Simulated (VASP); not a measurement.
Write the native input for VASP 6.6.1 that does the following.

```yaml
Task: single point
Functional: PBE
Potentials_or_basis: VASP PAW PBE potentials, release 64 (Al, N)
Cutoff: 520 eV
k_mesh: 4 × 4 × 3
Occupations: gaussian, width 0.2 eV
Spin: no spin polarisation
Dipole_correction: no
Further_INCAR_settings: ALGO = Normal; EDIFF = 1e-06; NBANDS = 20
```

The structure of Al6N lies in POSCAR:

```
Al6N
1.0
    2.6142504354     -4.3860293337      0.1678661664
    2.6142504354      4.3860293337      0.1678661664
   -1.8812039036      0.0000000000      4.6110548987
Al N
6 1
Direct
    0.7297890238      0.7297890238      0.3410040851
    0.3923172676      0.0443122168      0.3484588742
    0.0443122168      0.3923172676      0.3484588742
    0.5606193872      0.8966600639      0.8392291326
    0.8966600639      0.5606193872      0.8392291326
    1.2050227301      1.2050227301      0.8155544465
    0.3489847406      0.3489847406      0.2125457448
```

These files were run (other wordings do the same):

INCAR

```
  PREC = Accurate
  ENCUT = 520
  EDIFF = 1E-6
  ISMEAR = 0
  SIGMA = 0.2
  LREAL = False
  LASPH = True
  NELM = 60
  ALGO = Normal
  ISIF = 2
  LWAVE = False
  LCHARG = False
  GGA = PE
  NBANDS = 20
```

KPOINTS

```
Automatic mesh
0
Gamma
  4 4 3
```

Potentials or basis: VASP PAW PBE potentials, release 64 (Al, N).

Run with:

```console
$ cat potpaw_PBE.64/Al/POTCAR potpaw_PBE.64/N/POTCAR > POTCAR
$ mpirun -np 1 vasp_std > vasp.out
```

It gave:

- Pressure: 0.0 GPa
- Largest force: 0.026 eV/Å

Caveat: the k points lie up to 0.44 Å⁻¹ apart.

Wall time 27 s on 1 thread of AMD EPYC 9R45 (Zen 5), on a shared host, peak memory 0.21 GiB.
